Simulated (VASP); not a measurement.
GaP:

```
CELL_PARAMETERS angstrom
0.00000 2.55669 2.55669
2.55669 0.00000 2.55669
2.55669 2.55669 0.00000
ATOMIC_POSITIONS crystal
Ga 0.00000 0.00000 0.00000
P 0.25000 0.25000 0.25000
```

```yaml
Program: VASP 6.6.1
Task: relaxation of cell and atoms
Functional: PBE
Potentials_or_basis: VASP PAW PBE potentials, release 64 (Ga_d, P)
Cutoff: 600 eV
k_mesh: 6 × 6 × 6
Occupations: gaussian, width 0.1 eV
Spin: no spin polarisation
```

At the start: pressure 27.7 GPa; volume 16.71 Å³/atom.

Question: Where does the relaxation end?

Answer: Over 3 steps the energy falls by 294.5 meV/atom and the volume is 20.90 Å³/atom (+25.0 %); space group F-43m (No. 216, to 0.05 Å).

The path:
| step | energy change (eV) | largest force (eV/Å) | pressure (GPa) | volume (Å³) |
| --- | --- | --- | --- | --- |
| 1 | 0.0000 | 0.0000 | 27.70 | 33.42 |
| 2 | -0.3403 | 0.0000 | -8.78 | 49.44 |
| 3 | -0.5891 | 0.0000 | -0.11 | 41.80 |

Final structure:
```yaml
crystal:
  lattice:
    - [0.00000, 2.75446, 2.75446]
    - [2.75446, 0.00000, 2.75446]
    - [2.75446, 2.75446, 0.00000]
  atoms:
    - { symbol: Ga, position: [0.00000, 0.00000, 0.00000] }
    - { symbol: P, position: [0.25000, 0.25000, 0.25000] }
```

Caveat: the volume moved by over 15 % at a fixed basis, so the end points are rough.
